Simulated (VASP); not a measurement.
Li7Sb:

```
Li Sb
1.0
     2.85469    1.64815    3.75110
    -2.85469    1.64815    3.75110
     0.00000   -3.29631    3.75110
Li Sb
7 1
Direct
  0.00000 0.00000 0.50000
  0.50000 0.00000 0.00000
  0.00000 0.50000 0.00000
  0.78642 0.78642 0.78642
  0.21358 0.21358 0.21358
  0.38422 0.38422 0.38422
  0.61578 0.61578 0.61578
  0.00000 0.00000 0.00000
```

The cell was built from a structure type or drawn by symmetry, and may not be a known phase.

| Quantity | Value |
| --- | --- |
| Program | VASP 6.6.1 |
| Task | relaxation of cell and atoms |
| Functional | PBE |
| Potentials or basis | VASP PAW PBE potentials, release 64 (Li_sv, Sb) |
| Cutoff | 600 eV |
| k mesh | 6 × 6 × 6 |
| Occupations | gaussian, width 0.1 eV |
| Spin | no spin polarisation |

At the start: pressure 21.2 GPa; volume 13.24 Å³/atom.

Question: Where does the relaxation end?

Answer: Over 24 steps the energy falls by 805.9 meV/atom and the volume is 16.38 Å³/atom (+23.8 %); space group R-3m (No. 166, to 0.1 Å) before and after.

The path:
| step | energy change (eV) | largest force (eV/Å) | pressure (GPa) | volume (Å³) |
| --- | --- | --- | --- | --- |
| 1 | 0.0000 | 1.9070 | 21.15 | 105.89 |
| 2 | -2.8902 | 0.9455 | 6.86 | 134.88 |
| 3 | -3.6425 | 1.0291 | 1.70 | 157.29 |
| 4 | -3.7495 | 1.1129 | -0.35 | 169.26 |
| 5 | -3.9340 | 0.9739 | -0.31 | 169.63 |
| 6 | -4.1638 | 0.5598 | -0.30 | 170.47 |
| 7 | -4.3173 | 0.4563 | -0.42 | 169.97 |
| 8 | -4.7645 | 0.2873 | -0.76 | 168.33 |
| 9 | -5.0433 | 1.2364 | -1.43 | 164.52 |
| 10 | -5.0731 | 0.8973 | -1.34 | 165.59 |
| 11 | -5.2737 | 0.8914 | -1.56 | 163.72 |
| 12 | -5.6654 | 0.8854 | -2.19 | 157.40 |
| 13 | -4.9193 | 3.1193 | -2.29 | 142.08 |
| 14 | -5.6506 | 1.0627 | -2.31 | 155.29 |
| 15 | -5.8271 | 0.6787 | -2.07 | 151.72 |
| 16 | -6.1958 | 0.4903 | -1.04 | 141.24 |
| 17 | -6.3154 | 0.7205 | 2.82 | 121.33 |
| 18 | -6.4077 | 0.2242 | 0.73 | 130.57 |
| 19 | -6.4159 | 0.1766 | 1.15 | 128.50 |
| 20 | -6.4441 | 0.1106 | 0.13 | 130.97 |
| 21 | -6.4455 | 0.0927 | -0.14 | 131.66 |
| 22 | -6.4469 | 0.0531 | -0.07 | 131.40 |
| 23 | -6.4473 | 0.0513 | -0.01 | 131.16 |
| 24 | -6.4476 | 0.0172 | 0.04 | 131.05 |

Final structure:
```
Li Sb
1.0
     2.65514    1.53295    5.36609
    -2.65514    1.53295    5.36609
     0.00000   -3.06590    5.36609
Li Sb
7 1
Cartesian
  0.0000 -1.5329 2.6830
  1.3276 0.7665 2.6830
  -1.3276 0.7665 2.6830
  0.0000 0.0000 11.4062
  0.0000 0.0000 4.6920
  0.0000 0.0000 6.8487
  0.0000 0.0000 9.2495
  0.0000 0.0000 0.0000
```

Caveat: the cutoff is under 1.25 times the usual one of these potentials, so pressure, stress and relaxed cells hold a basis-set (Pulay) error; the volume moved by over 15 % at a fixed basis, so the end points are rough.
